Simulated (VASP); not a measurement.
A run of VASP 6.6.1 is set up as follows.

INCAR

```
ALGO     = Normal         # electronic algorithm
EDIFF    = 1E-6           # SCF threshold, eV
ENCUT    = 520            # plane-wave cutoff, eV
GGA      = PS             # functional
ISIF     = 2              # what is computed and relaxed
ISMEAR   = 0              # smearing method
LASPH    = True           # aspherical terms in the spheres
LCHARG   = True           # write CHGCAR
LELF     = True           # ELF
LREAL    = False          # projectors in reciprocal space
LVHAR    = True         
LWAVE    = False          # write WAVECAR
NBANDS   = 26             # bands
NELM     = 100            # most SCF steps
PREC     = Accurate       # precision mode
SIGMA    = 0.05           # smearing width, eV
```

File KPOINTS:

```
k-points
0
Gamma
  8 8 6
```

The input POSCAR:

```
GaN
1.0
    0.0000000000     -2.2490913701     -2.2191784549
    0.0000000000      2.2490913701     -2.2191784549
    4.4383569097      0.0000000000      0.0000000000
Ga N
2 2
Direct
    0.4992186320      0.4992186320      0.5000000000
    0.0007813680      0.0007813680      0.0000000000
    0.0064470480      0.4935529520      0.2500000000
    0.4935529520      0.0064470480      0.7500000000
```

Potentials or basis: VASP PAW PBE potentials, release 64 (Ga_d, N).

Command:

```sh
$ cat potpaw_PBE.64/Ga_d/POTCAR potpaw_PBE.64/N/POTCAR > POTCAR
$ mpirun -np 1 vasp_std > vasp.out
```

Problem. Estimate the pressure.

Solution. 5.3 GPa.

Problem. Predict the largest force.

Solution. 0.576 eV/Å.

Problem. What does it give for the band gap on the k mesh?

Solution. 1.86 eV.

Stress tensor (GPa, compression positive):
```
5.91 0.00 0.00
0.00 4.03 0.00
0.00 0.00 5.83
```

Caveat: the PAW data sets were made with another functional, which shifts forces and pressure a little. PBEsol gaps usually lie below the measured ones, often by a third to a half.
